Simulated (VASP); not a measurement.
# S (C2/c) in VASP: single point with PBE

Aim: the single point of S with PBE.

Program: VASP 6.6.1. These are calculated values, not measurements. Logs are shortened: lines on timing, memory, paths and dates and some standing lists are left out, and cuts for length are marked.

## Step 1: The cell of the first run

Symmetry: C2/c, No. 15, monoclinic system. Conventional cell: a = 12.935 Å, b = 10.366 Å, c = 8.577 Å, α = 90.00°, β = 106.19°, γ = 90.00°. Within 2.7 Å of S (site symmetry 1) lie 2 S at 2.05 to 2.07 Å. S (site symmetry 1) has 2 S at 2.04 to 2.05 Å within 2.7 Å. Within 2.7 Å of S (site symmetry 1) lie 2 S at 2.04 to 2.08 Å. S (site symmetry 1) has 2 S at 2.03 to 2.08 Å within 2.7 Å. Within 2.7 Å of S (site symmetry 1) lie 2 S at 2.03 to 2.07 Å.

## Step 2: Single point, PBE

INCAR

```
SYSTEM = S
PREC = Accurate
ENCUT = 520
EDIFF = 1E-7
ISMEAR = 0
SIGMA = 0.1
LREAL = Auto
LASPH = .TRUE.
NELM = 80
ALGO = Normal
ISIF = 2
LWAVE = .FALSE.
LCHARG = .FALSE.
GGA = PE
NBANDS = 76
```

KPOINTS

```
regular mesh
0
G
  2 2 2
  0 0 0
```

POSCAR

```
S
1.0
    6.4674622661     -5.1829485083      0.0000000000
    6.4674622661      5.1829485083      0.0000000000
   -2.3920136035      0.0000000000      8.2361849471
S
20
Direct
    0.7508723000      0.9183419200      0.1417751800
    0.9962966300      0.5987947500      0.8127175200
    0.0037033700      0.4012052500      0.1872824800
    0.2491277000      0.0816580800      0.8582248200
    0.3883582500      0.7632048200      0.5695302200
    0.5359739100      0.6114003500      0.7297216100
    0.9183419200      0.7508723000      0.6417751800
    0.0086147500      0.1371007500      0.7273671300
    0.4012052500      0.0037033700      0.6872824800
    0.0816580800      0.2491277000      0.3582248200
    0.8628992500      0.9913852500      0.7726328700
    0.6114003500      0.5359739100      0.2297216100
    0.7632048200      0.3883582500      0.0695302200
    0.9913852500      0.8628992500      0.2726328700
    0.6116417500      0.2367951800      0.4304697800
    0.1371007500      0.0086147500      0.2273671300
    0.5987947500      0.9962966300      0.3127175200
    0.3885996500      0.4640260900      0.7702783900
    0.4640260900      0.3885996500      0.2702783900
    0.2367951800      0.6116417500      0.9304697800
```

Potentials or basis: VASP PAW PBE potentials, release 64 (S).

Launch:

```
$ cat potpaw_PBE.64/S/POTCAR > POTCAR
$ mpirun -np 1 vasp_std > vasp.out
```

OUTCAR:

```text
SYSTEM = S
   PREC = Accurate
   ENCUT = 520
   EDIFF = 1E-7
   ISMEAR = 0
   LREAL = Auto
   LASPH = .TRUE.
   NELM = 80
   ISIF = 2
   GGA = PE

 ion  position               nearest neighbor table
   1  0.751  0.918  0.142-  17 2.05  14 2.07
   2  0.996  0.599  0.813-  20 2.04   7 2.05
   3  0.004  0.401  0.187-  13 2.04  10 2.05
   4  0.249  0.082  0.858-   9 2.05   8 2.07
   5  0.388  0.763  0.570-   9 2.04   6 2.08
   6  0.536  0.611  0.730-  18 2.03   5 2.08
[... 12 lines left out ...]
  19  0.464  0.389  0.270-  12 2.03  15 2.08
  20  0.237  0.612  0.930-   2 2.04  18 2.08

  LATTYP: Found a base centered monoclinic cell.
 ALAT       =    12.9349245322
 B/A-ratio  =     0.8013882873
 C/A-ratio  =     0.6630504055
 COS(beta)  =    -0.2789030098

  Lattice vectors:

 A1 = (   6.4674622661,  -5.1829485083,   0.0000000000)
 A2 = (   6.4674622661,   5.1829485083,   0.0000000000)
 A3 = (  -2.3920136035,   0.0000000000,   8.2361849471)

Analysis of symmetry for initial positions (statically):
=====================================================================
 Subroutine PRICEL returns:
 Original cell was already a primitive cell.

 Routine SETGRP: Setting up the symmetry group for a
 base centered monoclinic supercell.

 Subroutine GETGRP returns: Found  4 space group operations
 (whereof  2 operations were pure point group operations)
 out of a pool of  4 trial point group operations.

The static configuration has the point symmetry S_2 .
 The point group associated with its full space group is C_2h.

Analysis of symmetry for dynamics (positions and initial velocities):
=====================================================================
 Subroutine PRICEL returns:
 Original cell was already a primitive cell.

 Routine SETGRP: Setting up the symmetry group for a
 base centered monoclinic supercell.

 Subroutine GETGRP returns: Found  4 space group operations
 (whereof  2 operations were pure point group operations)
 out of a pool of  4 trial point group operations.

The dynamic configuration has the point symmetry S_2 .
 The point group associated with its full space group is C_2h.

 Subroutine INISYM returns: Found  4 space group operations
 (whereof  2 operations are pure point group operations),
 and found     1 'primitive' translations

[... 112 lines left out ...]
   LREAL  =      T    real-space projection
   EDIFFG = 0.1E-05   stopping-criterion for IOM
   NSW    =      0    number of steps for IOM
   IBRION =     -1    ionic relax: 0-MD 1-quasi-New 2-CG
   NFREE  =      0    steps in history (QN), initial steepest desc. (CG)
   ISIF   =      2    stress and relaxation
   ISYM   =      2    0-nonsym 1-usesym 2-fastsym
   POTIM  = 0.5000    time-step for ionic-motion
   TEBEG  =    0.0;   TEEND  =   0.0 temperature during run
   PSTRESS=    0.0 pullay stress
   NELECT =     120.0000    total number of electrons
   NUPDOWN=      -1.0000    fix difference up-down
   EMIN   =  10.00;   EMAX   =-10.00  energy-range for DOS
   EFERMI =   0.00;   METHOD = LEGACY
   ISMEAR =     0;   SIGMA  =   0.10  broadening in eV -4-tet -1-fermi 0-gaus
   EFERMI_NEDOS =   21; number of points for ismear=-14 and -15
   IALGO  =     38    algorithm
   IMIX   =      4    mixing-type and parameters
     AMIX     =   0.40;   BMIX     =  1.00
     AMIX_MAG =   1.60;   BMIX_MAG =  1.00
  volume/ion in A,a.u.               =      27.61       186.31
  Fermi-wavevector in a.u.,A,eV,Ry     =   0.984267  1.859995 13.181075  0.968782
  Thomas-Fermi vector in A             =   2.115487
   LORBIT       =      0    0 simple, 1 ext, 2 COOP (PROOUT), +10 PAW based schemes
   GGA     = PE    functional components
   LHFCALC =     F    Hartree Fock is set to
   AEXX    =    0.0000 exact exchange contribution
   IVDW    =     0    specifies the selected vdW correction
   LEPSILON=     F    determine dielectric tensor
   LRPA    =     F    only Hartree local field effects (RPA)
 non-spin polarized calculation
 Gauss-broadening in eV      SIGMA  =   0.10
  energy-cutoff  :      520.00
  volume of cell :      552.16
 maximum number of plane-waves:     14890
 NGX is ok and might be reduce to    64
   NGX = 31   NGY = 31   NGZ = 31

 number of electron     119.9999990 magnetization

 Free energy of the ion-electron system (eV)
  ---------------------------------------------------
  ext. energy  EPLUGINS =         0.00000000
  ---------------------------------------------------
  free energy    TOTEN  =       -81.81967996 eV

  energy without entropy =      -81.81967996  energy(sigma->0) =      -81.81967996

 E-fermi :   2.0919     XC(G=0):  -7.8642

 val. band max:        1.6208138961   @ k =   0.5000   0.0000   0.0000
 cond. band min:       3.8158708348   @ k =   0.0000   0.0000   0.0000
 fundamental gap:      2.1950569387
 Fermi energy:         2.0919025519

 k-point     1 :       0.0000    0.0000    0.0000
  band No.  band energies     occupation
      1     -14.9747      2.00000
      2     -14.8276      2.00000
      3     -14.3576      2.00000
      4     -14.3002      2.00000
      5     -14.2900      2.00000
      6     -14.2753      2.00000
[... 439 lines left out ...]
     71       4.8691      0.00000
     72       4.8691      0.00000
 [bands above 72 left out]

------------------------ aborting loop because EDIFF is reached ----------------------------------------

  FORCE on cell =-STRESS in cart. coord.  units (eV):
  Direction    XX          YY          ZZ          XY          YZ          ZX
  --------------------------------------------------------------------------------------
  -------------------------------------------------------------------------------------
  Total        5.2785076      5.4450693      4.6782814      0.0000000      0.0000000     -0.1608058
  in kB       15.3163347     15.7996370     13.5746937      0.0000000      0.0000000     -0.4666009
  external PRESSURE =      14.8968885 kB  Pullay stress =       0.0000000 kB

 VOLUME and BASIS-vectors are now :
 -----------------------------------------------------------------------------
  energy-cutoff  :      520.00
  volume of cell :      552.16
      direct lattice vectors                 reciprocal lattice vectors
     6.467462266 -5.182948508  0.000000000     0.077310076 -0.096470185  0.022452963
     6.467462266  5.182948508  0.000000000     0.077310076  0.096470185  0.022452963
    -2.392013604  0.000000000  8.236184947     0.000000000  0.000000000  0.121415438

 POSITION                                       TOTAL-FORCE (eV/Angst)
 -----------------------------------------------------------------------------------
     10.45645      0.86799      1.16769        -0.010642     -0.007410     -0.219515
      8.37216     -2.06023      6.69369        -0.179330     -0.005313      0.026293
      2.17075      2.06023      1.54249         0.179330      0.005313     -0.026293
      0.08646     -0.86799      7.06850         0.010642      0.007410      0.219515
      6.08537      1.94281      4.69076        -0.073102     -0.004448     -0.213689
      5.67510      0.39093      6.01012         0.128368     -0.125255      0.052024
[... 12 lines left out ...]
      4.86782     -0.39093      2.22606        -0.128368      0.125255     -0.052024
      3.26154      1.94281      7.66352         0.073102     -0.004448      0.213689
 -----------------------------------------------------------------------------------
    total drift:                                0.000000     -0.000000     -0.000000

  FREE ENERGIE OF THE ION-ELECTRON SYSTEM (eV)
  ---------------------------------------------------
  free  energy   TOTEN  =       -81.8196799557 eV

  energy  without entropy=      -81.8196799557  energy(sigma->0) =      -81.81967996
```

OSZICAR:

```text
N       E                     dE             d eps       ncg     rms          rms(c)
DAV:   1     0.775650193094E+03    0.77565E+03   -0.50128E+04   912   0.133E+03
DAV:   2    -0.480867441035E+01   -0.78046E+03   -0.75970E+03  1196   0.240E+02
DAV:   3    -0.799878885782E+02   -0.75179E+02   -0.74271E+02  1040   0.832E+01
DAV:   4    -0.824181312627E+02   -0.24302E+01   -0.24099E+01  1252   0.155E+01
DAV:   5    -0.824805526009E+02   -0.62421E-01   -0.62275E-01  1256   0.262E+00    0.500E+01
DAV:   6    -0.819924876180E+02    0.48806E+00   -0.33092E-01  1136   0.168E+00    0.302E+01
DAV:   7    -0.818184246389E+02    0.17406E+00   -0.58292E-01  1128   0.221E+00    0.703E-01
DAV:   8    -0.818186153069E+02   -0.19067E-03   -0.38618E-02  1136   0.644E-01    0.473E-01
DAV:   9    -0.818191270825E+02   -0.51178E-03   -0.24907E-03  1240   0.150E-01    0.184E-01
DAV:  10    -0.818195858178E+02   -0.45874E-03   -0.39809E-04  1112   0.685E-02    0.373E-02
DAV:  11    -0.818196479292E+02   -0.62111E-04   -0.39087E-05  1208   0.207E-02    0.231E-02
DAV:  12    -0.818196762644E+02   -0.28335E-04   -0.20999E-05  1088   0.158E-02    0.158E-02
DAV:  13    -0.818196790139E+02   -0.27495E-05   -0.20285E-06  1152   0.493E-03    0.410E-03
DAV:  14    -0.818196798782E+02   -0.86426E-06   -0.87545E-07  1064   0.346E-03    0.181E-03
DAV:  15    -0.818196799557E+02   -0.77540E-07   -0.12437E-07   768   0.130E-03
   1 F= -.81819680E+02 E0= -.81819680E+02  d E =-.324568E-11
```

It took 6.6 min on 1 thread of Intel Xeon Platinum 8259CL at 2.50GHz (Skylake/Cascade Lake), shared host; peak memory 0.62 GiB.

What came out:

* Free energy: -81.8197 eV
* Pressure: 1.5 GPa
* Largest force: 0.226 eV/Å
* Band gap on the k mesh: 2.20 eV (least direct gap 2.33 eV)

Forces in eV/Å, atoms in the order of the input:
```
S   -0.011 -0.007 -0.220
S   -0.179 -0.005  0.026
S    0.179  0.005 -0.026
S    0.011  0.007  0.220
S   -0.073 -0.004 -0.214
S    0.128 -0.125  0.052
S   -0.011  0.007 -0.220
S    0.122  0.130 -0.097
S    0.179 -0.005 -0.026
S    0.011 -0.007  0.220
S   -0.122  0.130  0.097
S    0.128  0.125  0.052
S   -0.073  0.004 -0.214
S   -0.122 -0.130  0.097
S    0.073  0.004  0.214
S    0.122 -0.130 -0.097
S   -0.179  0.005  0.026
S   -0.128 -0.125 -0.052
S   -0.128  0.125 -0.052
S    0.073 -0.004  0.214
```

Stress tensor (GPa, compression positive):
```
 1.53  0.00 -0.05
 0.00  1.58  0.00
-0.05  0.00  1.36
```

Levels at points of the mesh, in eV from the valence-band top:
| k point | band 56 | band 57 | band 58 | band 59 | band 60 | band 61 | band 62 | band 63 | band 64 | band 65 |
| --- | --- | --- | --- | --- | --- | --- | --- | --- | --- | --- |
| (0.00, 0.00, 0.00) | -0.88 | -0.62 | -0.52 | -0.24 | -0.19 | 2.20 | 2.55 | 2.60 | 2.69 | 2.85 |
| (0.50, 0.00, 0.00) | -0.74 | -0.58 | -0.56 | -0.36 | 0.00 | 2.33 | 2.51 | 2.62 | 2.71 | 2.81 |
| (0.50, 0.50, 0.00) | -0.84 | -0.38 | -0.34 | -0.28 | -0.12 | 2.25 | 2.48 | 2.48 | 2.61 | 2.66 |
| (0.00, 0.00, 0.50) | -0.87 | -0.53 | -0.53 | -0.21 | -0.21 | 2.30 | 2.30 | 2.73 | 2.73 | 2.96 |
| (0.50, 0.00, 0.50) | -0.87 | -0.43 | -0.32 | -0.29 | -0.15 | 2.34 | 2.40 | 2.64 | 2.72 | 2.76 |
| (0.50, 0.50, 0.50) | -0.86 | -0.26 | -0.26 | -0.23 | -0.23 | 2.37 | 2.37 | 2.53 | 2.53 | 2.69 |

Caveat: this functional lacks dispersion, which holds the molecules together, so the pressure and a relaxed volume are unreliable.
